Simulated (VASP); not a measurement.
# Eu (Im-3m) in VASP: further runs

The runs below take Eu through single point, with PBE.

Program: VASP 6.6.1. These are calculated values, not measurements. Logs are shortened: lines on timing, memory, paths and dates and some standing lists are left out, and cuts for length are marked.

**1. The cell of the first run**

It takes space group Im-3m (No. 229, cubic). The conventional cell has a = 4.434 Å, b = 4.434 Å, c = 4.434 Å, α = 90.00°, β = 90.00°, γ = 90.00°. Within 5.0 Å of Eu (site symmetry m-3m) lie 14 Eu at 3.84 to 4.43 Å.

**2. Single point, PBE, collinear spin, ferromagnetic start**

Input file INCAR:

```
ALGO = Normal
EDIFF = 1E-7
ENCUT = 520
GGA = PE
ISIF = 2
ISMEAR = -1
ISPIN = 2
LASPH = T
LCHARG = T
LELF = T
LMAXMIX = 6
LORBIT = 11
LREAL = F
LVHAR = T
LWAVE = F
MAGMOM = 7
NBANDS = 18
NELM = 150
PREC = Accurate
SIGMA = 0.1
```

Input file KPOINTS:

```
k-points
0
Gamma
  12 12 12
```

Input file POSCAR:

```
Eu
1.0
   -2.2168122438      2.2168122438      2.2168122438
    2.2168122438     -2.2168122438      2.2168122438
    2.2168122438      2.2168122438     -2.2168122438
Eu
1
Direct
    0.0000000000      0.0000000000      0.0000000000
```

Potentials or basis: VASP PAW PBE potentials, release 64 (Eu).

Launch:

```
> cat potpaw_PBE.64/Eu/POTCAR > POTCAR
> mpirun -np 1 vasp_std > vasp.out
```

OUTCAR:

```text
EDIFF = 1E-7
   ENCUT = 520
   GGA = PE
   ISIF = 2
   ISMEAR = -1
   ISPIN = 2
   LASPH = T
   LORBIT = 11
   LREAL = F
   NELM = 150
   PREC = Accurate

 ion  position               nearest neighbor table
   1  0.000  0.000  0.000-

  LATTYP: Found a body centered cubic cell.
 ALAT       =     4.4336244876

  Lattice vectors:

 A1 = (  -2.2168122438,   2.2168122438,   2.2168122438)
 A2 = (   2.2168122438,  -2.2168122438,   2.2168122438)
 A3 = (   2.2168122438,   2.2168122438,  -2.2168122438)

Analysis of symmetry for initial positions (statically):
=====================================================================
 Subroutine PRICEL returns:
 Original cell was already a primitive cell.

 Routine SETGRP: Setting up the symmetry group for a
 body centered cubic supercell.

 Subroutine GETGRP returns: Found 48 space group operations
 (whereof 48 operations were pure point group operations)
 out of a pool of 48 trial point group operations.

The static configuration has the point symmetry O_h .

Analysis of symmetry for dynamics (positions and initial velocities):
=====================================================================
 Subroutine PRICEL returns:
 Original cell was already a primitive cell.

 Routine SETGRP: Setting up the symmetry group for a
 body centered cubic supercell.

 Subroutine GETGRP returns: Found 48 space group operations
 (whereof 48 operations were pure point group operations)
 out of a pool of 48 trial point group operations.

The dynamic configuration has the point symmetry O_h .

Analysis of structural, dynamic, and magnetic symmetry:
=====================================================================
 Subroutine PRICEL returns:
 Original cell was already a primitive cell.

 Routine SETGRP: Setting up the symmetry group for a
 body centered cubic supercell.

 Subroutine GETGRP returns: Found 48 space group operations
 (whereof 48 operations were pure point group operations)
 out of a pool of 48 trial point group operations.

The overall configuration has the point symmetry O_h .

 Subroutine INISYM returns: Found 48 space group operations
 (whereof 48 operations are pure point group operations),
 and found     1 'primitive' translations

----------------------------------------------------------------------------------------

                                     Primitive cell

  volume of cell :      43.5759

  direct lattice vectors                    reciprocal lattice vectors
    -2.216812244  2.216812244  2.216812244     0.000000000  0.225549097  0.225549097
     2.216812244 -2.216812244  2.216812244     0.225549097  0.000000000  0.225549097
[... 95 lines left out ...]
   NUPDOWN=      -1.0000    fix difference up-down
   EMIN   =  10.00;   EMAX   =-10.00  energy-range for DOS
   EFERMI =   0.00;   METHOD = LEGACY
   ISMEAR =    -1;   SIGMA  =   0.10  broadening in eV -4-tet -1-fermi 0-gaus
   EFERMI_NEDOS =   21; number of points for ismear=-14 and -15
   IALGO  =     38    algorithm
   IMIX   =      4    mixing-type and parameters
     AMIX     =   0.40;   BMIX     =  1.00
     AMIX_MAG =   1.60;   BMIX_MAG =  1.00
  volume/ion in A,a.u.               =      43.58       294.06
  Fermi-wavevector in a.u.,A,eV,Ry     =   1.196214  2.260517 19.468958  1.430928
  Thomas-Fermi vector in A             =   2.332160
   LORBIT       =     11    0 simple, 1 ext, 2 COOP (PROOUT), +10 PAW based schemes
   GGA     = PE    functional components
   LHFCALC =     F    Hartree Fock is set to
   AEXX    =    0.0000 exact exchange contribution
   IVDW    =     0    specifies the selected vdW correction
   LEPSILON=     F    determine dielectric tensor
   LRPA    =     F    only Hartree local field effects (RPA)
 spin polarized calculation
  energy-cutoff  :      520.00
  volume of cell :       43.58
 maximum number of plane-waves:      1190
 NGX is ok and might be reduce to    30
   NGX = 15   NGY = 15   NGZ = 15

 number of electron      16.9999997 magnetization       7.3077912

 Free energy of the ion-electron system (eV)
  ---------------------------------------------------
  ext. energy  EPLUGINS =         0.00000000
  ---------------------------------------------------
  free energy    TOTEN  =       -11.46511001 eV

  energy without entropy =      -11.38883989  energy(sigma->0) =      -11.42697495

 E-fermi :   1.9811     XC(G=0):  -8.6897

 val. band max:        1.9796452201   @ k =  -0.4167   0.5000   0.3333
 cond. band min:       1.9867615508   @ k =  -0.3333   0.3333   0.3333
 fundamental gap:      0.0071163307
 Fermi energy:         1.9810995803

 spin component 1

 k-point     1 :       0.0000    0.0000    0.0000
  band No.  band energies     occupation
      1     -39.7388      1.00000
      2     -18.3100      1.00000
      3     -18.3100      1.00000
      4     -18.3100      1.00000
      5      -2.3603      1.00000
      6       1.3800      0.99755
[... 493 lines left out ...]
     17       7.9527      0.00000
     18       8.0997      0.00000

 [... further k-points ...]

 spin component 2

 k-point     1 :       0.0000    0.0000    0.0000
  band No.  band energies     occupation
      1     -36.6110      1.00000
      2     -15.9822      1.00000
      3     -15.9822      1.00000
      4     -15.9822      1.00000
      5      -1.5895      1.00000
      6       4.7414      0.00000
[... 493 lines left out ...]
     17       9.2986      0.00000
     18       9.3833      0.00000

 [... further k-points ...]
[... 5 lines left out ...]
  --------------------------------------------------------------------------------------
  -------------------------------------------------------------------------------------
  Total       -0.1838267     -0.1838267     -0.1838267      0.0000000     -0.0000000      0.0000000
  in kB       -6.7588448     -6.7588448     -6.7588448      0.0000000     -0.0000000      0.0000000
  external PRESSURE =      -6.7588448 kB  Pullay stress =       0.0000000 kB

 VOLUME and BASIS-vectors are now :
 -----------------------------------------------------------------------------
  energy-cutoff  :      520.00
  volume of cell :       43.58
      direct lattice vectors                 reciprocal lattice vectors
    -2.216812244  2.216812244  2.216812244     0.000000000  0.225549097  0.225549097
     2.216812244 -2.216812244  2.216812244     0.225549097  0.000000000  0.225549097
     2.216812244  2.216812244 -2.216812244     0.225549097  0.225549097  0.000000000

 POSITION                                       TOTAL-FORCE (eV/Angst)
 -----------------------------------------------------------------------------------
      0.00000      0.00000      0.00000         0.000000      0.000000     -0.000000
 -----------------------------------------------------------------------------------
    total drift:                               -0.000000     -0.000000      0.000000

  FREE ENERGIE OF THE ION-ELECTRON SYSTEM (eV)
  ---------------------------------------------------
  free  energy   TOTEN  =       -11.4651100072 eV

  energy  without entropy=      -11.3888398876  energy(sigma->0) =      -11.42697495

 total charge

# of ion       s       p       d       f       tot
--------------------------------------------------
    1        2.083   5.712   0.285   6.640  14.720

 magnetization (x)

# of ion       s       p       d       f       tot
--------------------------------------------------
    1       -0.004  -0.094   0.133   6.637   6.673
```

OSZICAR:

```text
N       E                     dE             d eps       ncg     rms          rms(c)
DAV:   1     0.105674185652E+03    0.10567E+03   -0.66552E+03  6356   0.417E+03
DAV:   2     0.781221185740E+01   -0.97862E+02   -0.86332E+02  6630   0.271E+02
DAV:   3    -0.753512150877E+01   -0.15347E+02   -0.15067E+02  7810   0.101E+02
[... 10 lines left out ...]
DAV:  14    -0.114651103079E+02   -0.21557E-04   -0.77412E-05  7936   0.774E-02    0.956E-02
DAV:  15    -0.114651085477E+02    0.17602E-05   -0.23752E-05  8984   0.951E-02    0.343E-02
DAV:  16    -0.114651100319E+02   -0.14842E-05   -0.64987E-06  8640   0.335E-02    0.273E-02
DAV:  17    -0.114651098864E+02    0.14559E-06   -0.98297E-07  7912   0.183E-02    0.888E-03
DAV:  18    -0.114651099953E+02   -0.10891E-06   -0.22279E-07  6528   0.528E-03    0.291E-03
DAV:  19    -0.114651100072E+02   -0.11895E-07   -0.44542E-08  4162   0.315E-03
   1 F= -.11465110E+02 E0= -.11426975E+02  d E =-.762701E-01  mag=     7.3075
```

Wall time 92 s (1 thread of Intel Xeon 6975P-C (Granite Rapids), shared host); peak memory 0.26 GiB.

Results:

- Free energy: -11.4651 eV
- Pressure: -0.7 GPa
- Net moment: 7.31 μB per cell
- Site moments: Eu +6.67 μB
- Valence electrons inside the program's atomic spheres: Eu 14.72

Caveat: spin-orbit coupling is left out, which moves the levels of the heavy elements; semilocal functionals describe open f shells poorly, which spoils levels, moments and volumes. The state reached can hang on the start; a lower one may exist.

**3. Single point, PBE, collinear spin, ferromagnetic start**

This run uses another cell than the first one, of 43.80 Å³/atom.

Input file INCAR:

```
SYSTEM = Eu
PREC     = Accurate       ! precision mode
ENCUT    = 520            ! plane-wave cutoff, eV
EDIFF    = 1E-6           ! SCF threshold, eV
ISMEAR   = -1             ! smearing method
SIGMA    = 0.1            ! smearing width, eV
LREAL    = .False.        ! projectors in reciprocal space
LASPH    = .True.         ! aspherical terms in the spheres
NELM     = 150            ! most SCF steps
ALGO     = Normal         ! electronic algorithm
ISIF     = 2              ! what is computed and relaxed
LWAVE    = .False.        ! write WAVECAR
LCHARG   = .False.        ! write CHGCAR
ISPIN    = 2              ! spin polarisation
MAGMOM   = 7              ! initial moments
LORBIT   = 11             ! projections on sites
LMAXMIX  = 6              ! l up to which the mixer works
GGA      = PE             ! functional
NBANDS   = 18             ! bands
```

Input file KPOINTS:

```
regular mesh
0
Gamma
  12 12 12
  0 0 0
```

Input file POSCAR:

```
Eu
1.0
   -2.2205742543      2.2205742543      2.2205742543
    2.2205742543     -2.2205742543      2.2205742543
    2.2205742543      2.2205742543     -2.2205742543
Eu
1
Direct
    0.0000000000      0.0000000000      0.0000000000
```

Potentials or basis: VASP PAW PBE potentials, release 64 (Eu).

Launch:

```
> cat potpaw_PBE.64/Eu/POTCAR > POTCAR
> mpirun -np 1 vasp_std > vasp.out
```

OUTCAR:

```text
SYSTEM = Eu
   PREC = Accurate
   ENCUT = 520
   EDIFF = 1E-6
   ISMEAR = -1
   LREAL = .False.
   LASPH = .True.
   NELM = 150
   ISIF = 2
   ISPIN = 2
   LORBIT = 11
   GGA = PE

 ion  position               nearest neighbor table
   1  0.000  0.000  0.000-

  LATTYP: Found a body centered cubic cell.
 ALAT       =     4.4411485086

  Lattice vectors:

 A1 = (  -2.2205742543,   2.2205742543,   2.2205742543)
 A2 = (   2.2205742543,  -2.2205742543,   2.2205742543)
 A3 = (   2.2205742543,   2.2205742543,  -2.2205742543)

Analysis of symmetry for initial positions (statically):
=====================================================================
 Subroutine PRICEL returns:
 Original cell was already a primitive cell.

 Routine SETGRP: Setting up the symmetry group for a
 body centered cubic supercell.

 Subroutine GETGRP returns: Found 48 space group operations
 (whereof 48 operations were pure point group operations)
 out of a pool of 48 trial point group operations.

The static configuration has the point symmetry O_h .

Analysis of symmetry for dynamics (positions and initial velocities):
=====================================================================
 Subroutine PRICEL returns:
 Original cell was already a primitive cell.
[... 184 lines left out ...]
      6       1.3618      0.99754
[... 493 lines left out ...]
     17       7.9045      0.00000
     18       8.0424      0.00000

 [... further k-points ...]

 spin component 2

 k-point     1 :       0.0000    0.0000    0.0000
  band No.  band energies     occupation
      1     -36.6330      1.00000
      2     -16.0084      1.00000
      3     -16.0084      1.00000
      4     -16.0084      1.00000
      5      -1.6014      1.00000
      6       4.7173      0.00000
[... 493 lines left out ...]
     17       9.2489      0.00000
     18       9.3242      0.00000

 [... further k-points ...]
[... 5 lines left out ...]
  --------------------------------------------------------------------------------------
  -------------------------------------------------------------------------------------
  Total       -0.1992116     -0.1992116     -0.1992116      0.0000000      0.0000000     -0.0000000
  in kB       -7.2873446     -7.2873446     -7.2873446      0.0000000      0.0000000     -0.0000000
  external PRESSURE =      -7.2873446 kB  Pullay stress =       0.0000000 kB

 VOLUME and BASIS-vectors are now :
 -----------------------------------------------------------------------------
  energy-cutoff  :      520.00
  volume of cell :       43.80
      direct lattice vectors                 reciprocal lattice vectors
    -2.220574254  2.220574254  2.220574254     0.000000000  0.225166981  0.225166981
     2.220574254 -2.220574254  2.220574254     0.225166981  0.000000000  0.225166981
     2.220574254  2.220574254 -2.220574254     0.225166981  0.225166981  0.000000000

 POSITION                                       TOTAL-FORCE (eV/Angst)
 -----------------------------------------------------------------------------------
      0.00000      0.00000      0.00000         0.000000     -0.000000      0.000000
 -----------------------------------------------------------------------------------
    total drift:                               -0.000000     -0.000000      0.000000

  FREE ENERGIE OF THE ION-ELECTRON SYSTEM (eV)
  ---------------------------------------------------
  free  energy   TOTEN  =       -11.4642795030 eV

  energy  without entropy=      -11.3879447590  energy(sigma->0) =      -11.42611213

 total charge

# of ion       s       p       d       f       tot
--------------------------------------------------
    1        2.083   5.712   0.283   6.641  14.720

 magnetization (x)

# of ion       s       p       d       f       tot
--------------------------------------------------
    1       -0.004  -0.094   0.133   6.639   6.674
```

Run time: 79 s. Hardware: 1 thread of Intel Xeon 6975P-C (Granite Rapids), shared host; peak memory 0.26 GiB.

Results:

| Quantity | Value |
| --- | --- |
| Free energy | -11.4643 eV |
| Pressure | -0.7 GPa |
| Net moment | 7.31 μB per cell |
| Site moments | Eu +6.67 μB |
| Valence electrons inside the program's atomic spheres | Eu 14.72 |

Levels at points of the mesh, in eV from the Fermi level:
Spin up:
| k point | band 10 | band 11 | band 12 | band 13 | band 14 | band 15 |
| --- | --- | --- | --- | --- | --- | --- |
| (0.00, 0.00, 0.00) | -0.45 | -0.45 | -0.42 | 1.77 | 1.77 | 1.77 |
| (0.50, 0.00, 0.00) | -0.46 | -0.45 | -0.44 | 0.43 | 0.70 | 3.30 |
| (0.50, 0.50, 0.50) | -0.56 | -0.42 | -0.42 | -0.42 | 4.78 | 4.78 |
Spin down:
| k point | band 2 | band 3 | band 4 | band 5 | band 6 | band 7 | band 8 | band 9 |
| --- | --- | --- | --- | --- | --- | --- | --- | --- |
| (0.00, 0.00, 0.00) | -17.97 | -17.97 | -17.97 | -3.56 | 2.75 | 2.75 | 2.75 | 3.92 |
| (0.50, 0.00, 0.00) | -18.46 | -18.13 | -17.97 | -0.90 | 1.31 | 1.46 | 3.85 | 4.14 |
| (0.50, 0.50, 0.50) | -18.31 | -18.31 | -18.31 | -0.24 | -0.24 | 3.87 | 3.87 | 3.87 |

Caveat: spin-orbit coupling is left out, which moves the levels of the heavy elements; semilocal functionals describe open f shells poorly, which spoils levels, moments and volumes. The state reached can hang on the start; a lower one may exist.
